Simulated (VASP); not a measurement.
The system is Mo6H.

```
H Mo
1.0
     3.17894    0.01887   -0.02621
     0.01887    3.17652    0.01163
    -0.07977    0.03541    9.61417
H Mo
1 6
Direct
  0.98765 0.01036 0.98919
  0.46824 0.98958 0.58750
  0.99537 0.49329 0.42208
  0.00985 0.49671 0.09628
  0.51035 0.00695 0.90280
  0.00428 0.48617 0.75134
  0.52426 0.01693 0.25081
```

| Property | Result |
| --- | --- |
| Program | VASP 6.6.1 |
| Task | relaxation of cell and atoms |
| Functional | PBE |
| Potentials or basis | VASP PAW PBE potentials, release 64 (H, Mo_sv) |
| Cutoff | 600 eV |
| k mesh | 6 × 6 × 2 |
| Occupations | gaussian, width 0.2 eV |
| Spin | no spin polarisation |

At the start: pressure 3.5 GPa; volume 13.87 Å³/atom.

**Question.** How do energy, volume and symmetry change on relaxing?

**Answer.** Over 16 steps the energy falls by 35.3 meV/atom and the volume is 14.01 Å³/atom (+1.0 %); space group P1 (No. 1, to 0.1 Å) before, P-4m2 (No. 115, to 0.1 Å).

Step by step:
| step | energy change (eV) | largest force (eV/Å) | pressure (GPa) | volume (Å³) |
| --- | --- | --- | --- | --- |
| 1 | 0.0000 | 1.2416 | 3.51 | 97.07 |
| 2 | -0.1039 | 0.4343 | -7.69 | 101.38 |
| 3 | -0.1358 | 0.6870 | -4.31 | 99.92 |
| 4 | -0.1871 | 0.5845 | 3.35 | 96.83 |
| 5 | -0.2027 | 0.4257 | 0.70 | 97.82 |
| 6 | -0.2294 | 0.2459 | 0.27 | 97.96 |
| 7 | -0.2363 | 0.1849 | -0.01 | 98.08 |
| 8 | -0.2428 | 0.1450 | -0.05 | 98.10 |
| 9 | -0.2441 | 0.1314 | -0.06 | 98.11 |
| 10 | -0.2462 | 0.0642 | 0.13 | 98.03 |
| 11 | -0.2466 | 0.0402 | 0.26 | 97.98 |
| 12 | -0.2464 | 0.0325 | -0.72 | 98.36 |
| 13 | -0.2469 | 0.0337 | -0.17 | 98.14 |
| 14 | -0.2472 | 0.0273 | 0.00 | 98.08 |
| 15 | -0.2472 | 0.0282 | 0.01 | 98.07 |
| 16 | -0.2474 | 0.0183 | 0.02 | 98.07 |

Final structure:
```cif
data_structure
_symmetry_space_group_name_H-M 'P 1'
_symmetry_Int_Tables_number 1
_cell_length_a 3.1846
_cell_length_b 3.1849
_cell_length_c 9.6685
_cell_angle_alpha 89.936
_cell_angle_beta 89.964
_cell_angle_gamma 90.017
_cell_volume 98.07
loop_
_atom_site_label
_atom_site_type_symbol
_atom_site_fract_x
_atom_site_fract_y
_atom_site_fract_z
_atom_site_occupancy
H1 H 0.99792 0.00290 0.00018 1
Mo1 Mo 0.49968 0.99860 0.57891 1
Mo2 Mo 0.00090 0.49981 0.42094 1
Mo3 Mo 0.00178 0.50213 0.09792 1
Mo4 Mo 0.49869 0.99776 0.90210 1
Mo5 Mo 0.00003 0.49904 0.74474 1
Mo6 Mo 0.50099 0.99977 0.25522 1
```
